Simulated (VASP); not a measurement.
# CdSe in VASP: a series of runs, part 3 of 3

VASP 6.6.1.

## 5. Electric field gradients, LDA (equal xy, yz and zx shear strains of -3 %)

Input file INCAR:

```
PREC     = Accurate       # precision mode
ENCUT    = 520            # plane-wave cutoff, eV
EDIFF    = 1E-8           # SCF threshold, eV
ISMEAR   = -1             # smearing method
SIGMA    = 0.03           # smearing width, eV
LREAL    = F              # projectors in reciprocal space
LASPH    = T              # aspherical terms in the spheres
NELM     = 80             # most SCF steps
ALGO     = Normal         # electronic algorithm
ISIF     = 2              # what is computed and relaxed
LWAVE    = F              # write WAVECAR
LCHARG   = F              # write CHGCAR
LEFG     = T            
NBANDS   = 16             # bands
```

Input file KPOINTS:

```
Automatic mesh
0
Gamma
  8 8 8
```

Input file POSCAR:

```
CdSe
1.0
   -0.0921081360      3.0242171306      3.0242171306
    3.0242171306     -0.0921081360      3.0242171306
    3.0242171306      3.0242171306     -0.0921081360
Cd Se
1 1
Direct
    0.0000000000      0.0000000000      0.0000000000
    0.2500000000      0.2500000000      0.2500000000
```

Potentials or basis: VASP PAW LDA potentials, release 64 (Cd, Se).

On the command line:

```bash
$ cat potpaw_LDA.64/Cd/POTCAR potpaw_LDA.64/Se/POTCAR > POTCAR
$ mpirun -np 1 vasp_std > vasp.out
```

OUTCAR:

```text
PREC = Accurate
   ENCUT = 520
   EDIFF = 1E-8
   ISMEAR = -1
   LREAL = F
   LASPH = T
   NELM = 80
   ISIF = 2

 ion  position               nearest neighbor table
   1  0.000  0.000  0.000-   2 2.58   2 2.69   2 2.69   2 2.69
   2  0.250  0.250  0.250-   1 2.58   1 2.69   1 2.69   1 2.69

  LATTYP: Found a trigonal (rhomboedric) cell.
 ALAT       =     4.2778805985
 COS(alpha) =     0.4693254694

  Lattice vectors:

 A1 = (  -0.0921081360,   3.0242171306,   3.0242171306)
 A2 = (   3.0242171306,  -0.0921081360,   3.0242171306)
 A3 = (   3.0242171306,   3.0242171306,  -0.0921081360)

Analysis of symmetry for initial positions (statically):
=====================================================================
 Subroutine PRICEL returns:
 Original cell was already a primitive cell.

 Routine SETGRP: Setting up the symmetry group for a
 trigonal (rhombohedral) supercell.

[... 643 lines left out ...]
  volume of cell :       57.84
      direct lattice vectors                 reciprocal lattice vectors
    -0.092108136  3.024217131  3.024217131    -0.157964269  0.162926497  0.162926497
     3.024217131 -0.092108136  3.024217131     0.162926497 -0.157964269  0.162926497
     3.024217131  3.024217131 -0.092108136     0.162926497  0.162926497 -0.157964269

 POSITION                                       TOTAL-FORCE (eV/Angst)
 -----------------------------------------------------------------------------------
      0.00000      0.00000      0.00000        -0.178149     -0.178149     -0.178149
      1.48908      1.48908      1.48908         0.178149      0.178149      0.178149
 -----------------------------------------------------------------------------------
    total drift:                               -0.000127     -0.000127     -0.000127

  FREE ENERGIE OF THE ION-ELECTRON SYSTEM (eV)
  ---------------------------------------------------
  free  energy   TOTEN  =        -6.7114577401 eV

  energy  without entropy=       -6.7114478355  energy(sigma->0) =       -6.71145279

 Electric field gradients (V/A^2)
---------------------------------------------------------------------
 ion       V_xx      V_yy      V_zz      V_xy      V_xz      V_yz
---------------------------------------------------------------------
   1       0.000    -0.000    -0.000   -16.567   -16.567   -16.567
   2      -0.000    -0.000     0.000    -6.552    -6.552    -6.552
---------------------------------------------------------------------

 Electric field gradients after diagonalization (V/A^2)
 (convention: |V_zz| > |V_xx| > |V_yy|)
----------------------------------------------------------------------
 ion       V_xx      V_yy      V_zz     asymmetry (V_yy - V_xx)/ V_zz
----------------------------------------------------------------------
   1      16.567    16.567   -33.134       0.000
   2       6.552     6.552   -13.103       0.000
----------------------------------------------------------------------

           NMR quadrupolar parameters

 Cq : quadrupolar parameter    Cq=e*Q*V_zz/h
 eta: asymmetry parameters     (V_yy - V_xx)/ V_zz
 Q  : nuclear electric quadrupole moment in mb (millibarn)
----------------------------------------------------------------------
 ion       Cq(MHz)       eta       Q (mb)
----------------------------------------------------------------------
   1      -0.080       0.000       1.000
   2      -0.032       0.000       1.000
----------------------------------------------------------------------
```

stdout:

```text
POSCAR found type information on POSCAR CdSe
 POSCAR found :  2 types and       2 ions
 scaLAPACK will be used
 LDA part: xc-table for (Slater(with rela. corr.)+CA(PZ))
 , standard interpolation
 POSCAR, INCAR and KPOINTS ok, starting setup
 FFT: planning ... GRIDC
 FFT: planning ... GRID_SOFT
 FFT: planning ... GRID
 WAVECAR not read
 entering main loop
ion   1

ion   2
```

Wall time 18 s (1 thread of Intel Xeon 6975P-C (Granite Rapids), shared host); peak memory 0.19 GiB.

Results:

| Quantity | Value |
| --- | --- |
| Free energy | -6.7115 eV |
| Pressure | -2.7 GPa |
| Largest force | 0.309 eV/Å |
| Band gap on the k mesh | 0.32 eV, direct |

Forces in eV/Å, atoms in the order of the input:
```
Cd  -0.178 -0.178 -0.178
Se   0.178  0.178  0.178
```

Levels at points of the mesh, in eV from the valence-band top:
| k point | band 5 | band 6 | band 7 | band 8 | band 9 | band 10 | band 11 | band 12 | band 13 | band 14 |
| --- | --- | --- | --- | --- | --- | --- | --- | --- | --- | --- |
| (0.00, 0.00, 0.00) | -7.54 | -7.54 | -0.06 | -0.06 | 0.00 | 0.32 | 5.59 | 5.59 | 6.17 | 9.37 |
| (0.50, 0.00, 0.00) | -7.51 | -7.27 | -4.33 | -0.71 | -0.69 | 2.19 | 6.17 | 6.51 | 7.05 | 9.73 |
| (0.50, 0.50, 0.00) | -7.48 | -7.20 | -4.06 | -1.93 | -1.69 | 2.92 | 3.60 | 8.64 | 9.75 | 9.98 |
| (0.50, 0.50, 0.50) | -7.51 | -7.24 | -4.36 | -0.89 | -0.89 | 1.98 | 6.11 | 6.11 | 7.25 | 9.61 |

Electric field gradients, principal values (V/Å²):
| atom | least | middle | greatest (by size) |
| --- | --- | --- | --- |
| 1 Cd | 16.567 | 16.567 | -33.134 |
| 2 Se | 6.552 | 6.552 | -13.103 |

Caveat: the cell differs from its parent crystal (equal xy, yz and zx shear strains of -3 %); without QUAD_EFG the Cq values of the log hold for a quadrupole moment of 1 mb, not for the nuclei.

## 6. Electric field gradients, LDA (equal xy, yz and zx shear strains of -1 %)

Input file INCAR:

```
SYSTEM = CdSe
PREC = Accurate
ENCUT = 520
EDIFF = 1E-8
ISMEAR = -1
SIGMA = 0.03
LREAL = .FALSE.
LASPH = .TRUE.
NELM = 60
ALGO = Normal
ISIF = 2
LWAVE = .FALSE.
LCHARG = .FALSE.
LEFG = .TRUE.
NBANDS = 16
```

Input file KPOINTS:

```
Automatic mesh
0
G
  8 8 8
  0 0 0
```

Input file POSCAR:

```
CdSe
1.0
   -0.0307027120      3.0549198426      3.0549198426
    3.0549198426     -0.0307027120      3.0549198426
    3.0549198426      3.0549198426     -0.0307027120
Cd Se
1 1
Direct
    0.0000000000      0.0000000000      0.0000000000
    0.2500000000      0.2500000000      0.2500000000
```

Potentials or basis: VASP PAW LDA potentials, release 64 (Cd, Se).

On the command line:

```bash
$ cat potpaw_LDA.64/Cd/POTCAR potpaw_LDA.64/Se/POTCAR > POTCAR
$ mpirun -np 1 vasp_std > vasp.out
```

OUTCAR:

```text
SYSTEM = CdSe
   PREC = Accurate
   ENCUT = 520
   EDIFF = 1E-8
   ISMEAR = -1
   LREAL = .FALSE.
   LASPH = .TRUE.
   NELM = 60
   ISIF = 2

 ion  position               nearest neighbor table
   1  0.000  0.000  0.000-   2 2.63   2 2.67   2 2.67   2 2.67
   2  0.250  0.250  0.250-   1 2.63   1 2.67   1 2.67   1 2.67

  LATTYP: Found a trigonal (rhomboedric) cell.
 ALAT       =     4.3204181679
 COS(alpha) =     0.4899250057

  Lattice vectors:

 A1 = (  -0.0307027120,   3.0549198426,   3.0549198426)
 A2 = (   3.0549198426,  -0.0307027120,   3.0549198426)
 A3 = (   3.0549198426,   3.0549198426,  -0.0307027120)

Analysis of symmetry for initial positions (statically):
=====================================================================
 Subroutine PRICEL returns:
 Original cell was already a primitive cell.

 Routine SETGRP: Setting up the symmetry group for a
 trigonal (rhombohedral) supercell.

[... 644 lines left out ...]
      direct lattice vectors                 reciprocal lattice vectors
    -0.030702712  3.054919843  3.054919843    -0.161223461  0.162860247  0.162860247
     3.054919843 -0.030702712  3.054919843     0.162860247 -0.161223461  0.162860247
     3.054919843  3.054919843 -0.030702712     0.162860247  0.162860247 -0.161223461

 POSITION                                       TOTAL-FORCE (eV/Angst)
 -----------------------------------------------------------------------------------
      0.00000      0.00000      0.00000        -0.051384     -0.051384     -0.051384
      1.51978      1.51978      1.51978         0.051384      0.051384      0.051384
 -----------------------------------------------------------------------------------
    total drift:                               -0.000051     -0.000051     -0.000051

  FREE ENERGIE OF THE ION-ELECTRON SYSTEM (eV)
  ---------------------------------------------------
  free  energy   TOTEN  =        -6.7294582652 eV

  energy  without entropy=       -6.7294421492  energy(sigma->0) =       -6.72945021

 Electric field gradients (V/A^2)
---------------------------------------------------------------------
 ion       V_xx      V_yy      V_zz      V_xy      V_xz      V_yz
---------------------------------------------------------------------
   1       0.000     0.000    -0.000    -5.455    -5.455    -5.455
   2      -0.000     0.000     0.000    -2.269    -2.269    -2.269
---------------------------------------------------------------------

 Electric field gradients after diagonalization (V/A^2)
 (convention: |V_zz| > |V_xx| > |V_yy|)
----------------------------------------------------------------------
 ion       V_xx      V_yy      V_zz     asymmetry (V_yy - V_xx)/ V_zz
----------------------------------------------------------------------
   1       5.455     5.455   -10.909       0.000
   2       2.269     2.269    -4.537       0.000
----------------------------------------------------------------------

           NMR quadrupolar parameters

 Cq : quadrupolar parameter    Cq=e*Q*V_zz/h
 eta: asymmetry parameters     (V_yy - V_xx)/ V_zz
 Q  : nuclear electric quadrupole moment in mb (millibarn)
----------------------------------------------------------------------
 ion       Cq(MHz)       eta       Q (mb)
----------------------------------------------------------------------
   1      -0.026       0.000       1.000
   2      -0.011       0.000       1.000
----------------------------------------------------------------------
```

It took 19 s on 1 thread of Intel Xeon 6975P-C (Granite Rapids), shared host; peak memory 0.19 GiB.

Results:

```yaml
Free_energy: -6.7295 eV
Pressure: -2.9 GPa
Largest_force: 0.089 eV/Å
Band_gap_on_the_k_mesh: 0.29 eV, direct
```

Forces on the atoms (eV/Å):
```
Cd  -0.051 -0.051 -0.051
Se   0.051  0.051  0.051
```

Stress tensor (GPa, compression positive):
```
-2.87  0.41  0.41
 0.41 -2.87  0.41
 0.41  0.41 -2.87
```

Levels at points of the mesh, in eV from the valence-band top:
```
           k point  band 5  band 6  band 7  band 8  band 9  band 10  band 11  band 12  band 13  band 14
(0.00, 0.00, 0.00)   -7.53   -7.53   -0.03   -0.03    0.00     0.29     5.71     5.71     5.90     9.36
(0.50, 0.00, 0.00)   -7.51   -7.26   -4.33   -0.73   -0.72     2.16     6.25     6.36     7.07     9.69
(0.50, 0.50, 0.00)   -7.47   -7.20   -4.06   -1.85   -1.77     2.96     3.56     8.71     9.81     9.86
(0.50, 0.50, 0.50)   -7.51   -7.25   -4.34   -0.79   -0.79     2.08     6.23     6.23     7.15     9.65
```

Electric field gradients, principal values (V/Å²):
```csv
atom,least,middle,greatest (by size)
1 Cd,5.455,5.455,-10.909
2 Se,2.269,2.269,-4.537
```

Caveat: the cell differs from its parent crystal (equal xy, yz and zx shear strains of -1 %); without QUAD_EFG the Cq values of the log hold for a quadrupole moment of 1 mb, not for the nuclei.

## 7. Summary

| cell | gap on the mesh (eV) | pressure (GPa) | largest force (eV/Å) |
| --- | --- | --- | --- |
| a = 4.408, b = 4.408, c = 4.342 Å, angles 60.5, 60.5, 59.0°, 2 atoms | 0.21 | -4.1 | - |
| a = 4.386, b = 4.386, c = 4.429 Å, angles 59.7, 59.7, 60.7°, 2 atoms | 0.19 | -4.5 | - |
| a = 4.278 Å, angles 62.0°, 2 atoms | 0.32 | -2.7 | 0.31 |
| a = 4.320 Å, angles 60.7°, 2 atoms | 0.29 | -2.9 | 0.09 |

Alike in all rows: task electric field gradients; level LDA; potentials or basis VASP PAW LDA potentials, release 64 (Cd, Se); no spin polarisation; k mesh 8 × 8 × 8; cutoff (eV) 520; smearing fermi-dirac 0.03 eV.

Total energies depend on the potentials used, so only differences within one code and one set of settings carry meaning.
